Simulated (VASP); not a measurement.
# Ta3N (P-3m1) in VASP: notebook, part 2 of 2

VASP 6.6.1.

### 3 Single point, PBEsol

This run uses another cell than the first one, of 14.38 Å³/atom, 1.021 times its volume.

File INCAR:

```
SYSTEM = Ta3N
ALGO = Normal
EDIFF = 1E-6
ENCUT = 520
GGA = PS
ISIF = 2
ISMEAR = -1
LASPH = .TRUE.
LCHARG = .FALSE.
LREAL = .FALSE.
LWAVE = .FALSE.
NBANDS = 27
NELM = 100
PREC = Accurate
SIGMA = 0.05
```

File KPOINTS:

```
k-points
0
G
  10 10 4
  0 0 0
```

File POSCAR:

```
Ta3N
1.0
    2.9912429644      0.0000000000      0.0000000000
   -1.4956214823      2.5904923961      0.0000000000
    0.0000000000      0.0000000000      7.4224470073
Ta N
3 1
Direct
    0.6666666667      0.3333333333      0.8260700000
    0.3333333333      0.6666666667      0.1739300000
    0.0000000000      0.0000000000      0.5000000000
    0.0000000000      0.0000000000      0.0000000000
```

Potentials or basis: VASP PAW PBE potentials, release 64 (Ta_pv, N).

Launch:

```console
$ cat potpaw_PBE.64/Ta_pv/POTCAR potpaw_PBE.64/N/POTCAR > POTCAR
$ mpirun -np 1 vasp_std > vasp.out
```

OUTCAR:

```text
SYSTEM = Ta3N
   EDIFF = 1E-6
   ENCUT = 520
   GGA = PS
   ISIF = 2
   ISMEAR = -1
   LASPH = .TRUE.
   LREAL = .FALSE.
   NELM = 100
   PREC = Accurate

 ion  position               nearest neighbor table
   1  0.667  0.333  0.826-   4 2.16   4 2.16   4 2.16   3 2.97   3 2.97   3 2.97   2 3.11   2 3.11
                             2 3.11
   2  0.333  0.667  0.174-   4 2.16   4 2.16   4 2.16   3 2.97   3 2.97   3 2.97   1 3.11   1 3.11
                             1 3.11
   3  0.000  0.000  0.500-   1 2.97   2 2.97   1 2.97   2 2.97   1 2.97   2 2.97
   4  0.000  0.000  0.000-   1 2.16   2 2.16   1 2.16   2 2.16   1 2.16   2 2.16

  LATTYP: Found a hexagonal cell.
 ALAT       =     2.9912429644
[... 920 lines left out ...]
  -------------------------------------------------------------------------------------
  Total        0.8338283      0.8338283      1.1897956     -0.0000000      0.0000000      0.0000000
  in kB       23.2276943     23.2276943     33.1437627     -0.0000000      0.0000000      0.0000000
  external PRESSURE =      26.5330504 kB  Pullay stress =       0.0000000 kB

 VOLUME and BASIS-vectors are now :
 -----------------------------------------------------------------------------
  energy-cutoff  :      520.00
  volume of cell :       57.51
      direct lattice vectors                 reciprocal lattice vectors
     2.991242964  0.000000000  0.000000000     0.334309186  0.193013498  0.000000000
    -1.495621482  2.590492396  0.000000000     0.000000000  0.386026997  0.000000000
     0.000000000  0.000000000  7.422447007     0.000000000  0.000000000  0.134726459

 POSITION                                       TOTAL-FORCE (eV/Angst)
 -----------------------------------------------------------------------------------
      1.49562      0.86350      6.13146        -0.000000      0.000000      0.072326
     -0.00000      1.72699      1.29099         0.000000      0.000000     -0.072326
      0.00000      0.00000      3.71122        -0.000000      0.000000      0.000000
      0.00000      0.00000      0.00000        -0.000000      0.000000      0.000000
 -----------------------------------------------------------------------------------
    total drift:                                0.000000     -0.000000      0.000000

  FREE ENERGIE OF THE ION-ELECTRON SYSTEM (eV)
  ---------------------------------------------------
  free  energy   TOTEN  =       -48.4290543346 eV

  energy  without entropy=      -48.4043042250  energy(sigma->0) =      -48.41667928
```

OSZICAR:

```text
N       E                     dE             d eps       ncg     rms          rms(c)
DAV:   1     0.335187637999E+03    0.33519E+03   -0.21267E+04  2700   0.148E+03
DAV:   2    -0.362860735381E+02   -0.37147E+03   -0.36282E+03  3043   0.429E+02
DAV:   3    -0.519079377086E+02   -0.15622E+02   -0.15282E+02  3422   0.813E+01
DAV:   4    -0.521348133140E+02   -0.22688E+00   -0.22597E+00  3365   0.971E+00
DAV:   5    -0.521376421802E+02   -0.28289E-02   -0.28257E-02  3429   0.969E-01    0.315E+01
DAV:   6    -0.489035245822E+02    0.32341E+01   -0.13767E+01  3498   0.224E+01    0.150E+01
DAV:   7    -0.484999707521E+02    0.40355E+00   -0.19117E+00  3261   0.870E+00    0.615E+00
DAV:   8    -0.484514355382E+02    0.48535E-01   -0.49467E-01  3620   0.415E+00    0.991E-01
DAV:   9    -0.484338403017E+02    0.17595E-01   -0.23855E-01  3474   0.283E+00    0.555E-01
DAV:  10    -0.484294350326E+02    0.44053E-02   -0.30948E-02  3487   0.908E-01    0.209E-01
DAV:  11    -0.484290755149E+02    0.35952E-03   -0.28070E-03  3719   0.348E-01    0.552E-02
DAV:  12    -0.484290564415E+02    0.19073E-04   -0.19358E-04  3313   0.940E-02    0.254E-02
DAV:  13    -0.484290548759E+02    0.15655E-05   -0.20624E-05  3400   0.247E-02    0.721E-03
DAV:  14    -0.484290543346E+02    0.54132E-06   -0.17246E-06  2245   0.841E-03
   1 F= -.48429054E+02 E0= -.48416679E+02  d E =-.247501E-01
```

Run time: 28 s. Hardware: 1 thread of Intel Xeon 6975P-C (Granite Rapids), shared host; peak memory 0.21 GiB.

What came out:

| Quantity | Value |
| --- | --- |
| Free energy | -48.4291 eV |
| Pressure | 2.7 GPa |
| Largest force | 0.072 eV/Å |
| Band gap on the k mesh | zero (band 19 reaches 7.32 eV, above the bottom of band 20 at 6.59 eV) |

Forces on the atoms (eV/Å):
```
Ta   0.000  0.000  0.072
Ta   0.000  0.000 -0.072
Ta   0.000  0.000  0.000
N    0.000  0.000  0.000
```

Caveat: the PAW data sets were made with another functional, which shifts forces and pressure a little; spin-orbit coupling is left out, which moves the levels of the heavy elements.

### 4 Single point, PBEsol

This run uses another cell than the first one, of 14.68 Å³/atom, 1.043 times its volume.

File INCAR:

```
SYSTEM = Ta3N
PREC = Accurate
ENCUT = 520
EDIFF = 1E-6
ISMEAR = -1
SIGMA = 0.05
LREAL = .False.
LASPH = .True.
NELM = 80
ALGO = Normal
ISIF = 2
LWAVE = .False.
LCHARG = .False.
GGA = PS
NBANDS = 27
```

File KPOINTS:

```
regular mesh
0
Gamma
  10 10 4
  0 0 0
```

File POSCAR:

```
Ta3N
1.0
    3.0118728781      0.0000000000      0.0000000000
   -1.5059364391      2.6083584255      0.0000000000
    0.0000000000      0.0000000000      7.4736379147
Ta N
3 1
Direct
    0.6666666667      0.3333333333      0.8260700000
    0.3333333333      0.6666666667      0.1739300000
    0.0000000000      0.0000000000      0.5000000000
    0.0000000000      0.0000000000      0.0000000000
```

Launch:

```console
$ cat potpaw_PBE.64/Ta_pv/POTCAR potpaw_PBE.64/N/POTCAR > POTCAR
$ mpirun -np 1 vasp_std > vasp.out
```

Wall time 30 s (1 thread of Intel Xeon 6975P-C (Granite Rapids), shared host); peak memory 0.21 GiB.

Results (log left out):

| Quantity | Value |
| --- | --- |
| Free energy | -48.4286 eV |
| Pressure | -2.8 GPa |
| Largest force | 0.215 eV/Å |
| Band gap on the k mesh | zero (band 19 reaches 7.09 eV, above the bottom of band 20 at 6.42 eV) |

Forces on the atoms (eV/Å):
```
Ta   0.000  0.000  0.215
Ta   0.000  0.000 -0.215
Ta   0.000  0.000  0.000
N    0.000  0.000  0.000
```

Stress tensor (GPa, compression positive):
```
-3.09  0.00  0.00
 0.00 -3.09  0.00
 0.00  0.00 -2.33
```

Levels at points of the mesh, in eV from the Fermi level:
| k point | band 16 | band 17 | band 18 | band 19 | band 20 | band 21 | band 22 | band 23 |
| --- | --- | --- | --- | --- | --- | --- | --- | --- |
| (0.00, 0.00, 0.00) | -1.35 | -0.51 | -0.51 | -0.34 | 0.26 | 0.26 | 0.97 | 1.90 |
| (0.50, 0.00, 0.00) | -3.18 | -1.16 | -0.52 | 0.20 | 0.68 | 0.95 | 3.58 | 4.13 |
| (0.00, 0.00, 0.50) | -1.27 | -1.16 | -0.29 | -0.29 | 0.54 | 0.54 | 1.25 | 1.29 |
| (0.50, 0.00, 0.50) | -2.97 | -1.30 | -1.27 | 0.20 | 0.98 | 1.26 | 2.45 | 4.50 |

Caveat: the PAW data sets were made with another functional, which shifts forces and pressure a little; spin-orbit coupling is left out, which moves the levels of the heavy elements.

### 5 Overview

```csv
cell,gap on the mesh (eV),pressure (GPa),largest force (eV/Å)
"a = 2.970, b = 2.970, c = 7.371 Å, angles 90.0, 90.0, 120.0°, 4 atoms",none,8.8,0.09
"a = 2.991, b = 2.991, c = 7.422 Å, angles 90.0, 90.0, 120.0°, 4 atoms",none,2.7,0.07
"a = 3.012, b = 3.012, c = 7.474 Å, angles 90.0, 90.0, 120.0°, 4 atoms",none,-2.8,0.21
```

Alike in all rows: task single point; level PBEsol; potentials or basis VASP PAW PBE potentials, release 64 (Ta_pv, N); no spin polarisation; k mesh 10 × 10 × 4; cutoff (eV) 520; smearing fermi-dirac 0.05 eV.

Caveats: the PAW data sets were made with another functional, which shifts forces and pressure a little; spin-orbit coupling is left out, which moves the levels of the heavy elements.

Total energies depend on the potentials used, so only differences within one code and one set of settings carry meaning.
